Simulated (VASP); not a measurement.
The system is Y3Si2F.

```xyz
6
Lattice="6.1365 0.0000 0.0000 -3.0682 5.3143 0.0000 0.0000 0.0000 3.3221" Properties=species:S:1:pos:R:3 pbc="T T T"
Y     3.0682    0.0000    1.6610
Y     1.5341    2.6572    1.6610
Y    -1.5341    2.6572    1.6610
Si    0.0000    3.5429    0.0000
Si    3.0682    1.7714    0.0000
F     0.0000    0.0000    0.0000
```

- Program: VASP 6.6.1
- Task: relaxation of cell and atoms
- Functional: PBE
- Potentials or basis: VASP PAW PBE potentials, release 64 (Y_sv, Si, F)
- Cutoff: 600 eV
- k mesh: 3 × 3 × 6
- Occupations: gaussian, width 0.1 eV
- Spin: no spin polarisation

At the start: pressure 55.9 GPa; volume 18.06 Å³/atom.

**Question.** Where does the relaxation end?

**Answer.** Over 8 steps the energy falls by 1436.4 meV/atom and the volume is 29.78 Å³/atom (+65.0 %); space group P6/mmm (No. 191, to 0.05 Å).

The path:
| step | energy change (eV) | largest force (eV/Å) | pressure (GPa) | volume (Å³) |
| --- | --- | --- | --- | --- |
| 1 | 0.0000 | 0.0000 | 55.92 | 108.34 |
| 2 | -5.6178 | 0.0000 | -10.46 | 240.07 |
| 3 | -8.3728 | 0.0000 | -0.08 | 175.22 |
| 4 | -8.3739 | 0.0000 | 0.41 | 173.67 |
| 5 | -8.5898 | 0.0000 | 0.28 | 176.28 |
| 6 | -8.6175 | 0.0000 | 0.27 | 177.49 |
| 7 | -8.6176 | 0.0000 | 0.27 | 177.42 |
| 8 | -8.6181 | 0.0000 | -0.13 | 178.71 |

Final structure:
```xyz
6
Lattice="7.3967 0.0000 0.0000 -3.6983 6.4057 0.0000 0.0000 0.0000 3.7717" Properties=species:S:1:pos:R:3 pbc="T T T"
Y     0.0000    6.4057    1.8858
Y     1.8492    3.2029    1.8858
Y     5.5475    3.2029    1.8858
Si    0.0000    4.2705    0.0000
Si    3.6983    2.1352    0.0000
F     3.6983    6.4057    0.0000
```

Caveat: the volume moved by over 15 % at a fixed basis, so the end points are rough.
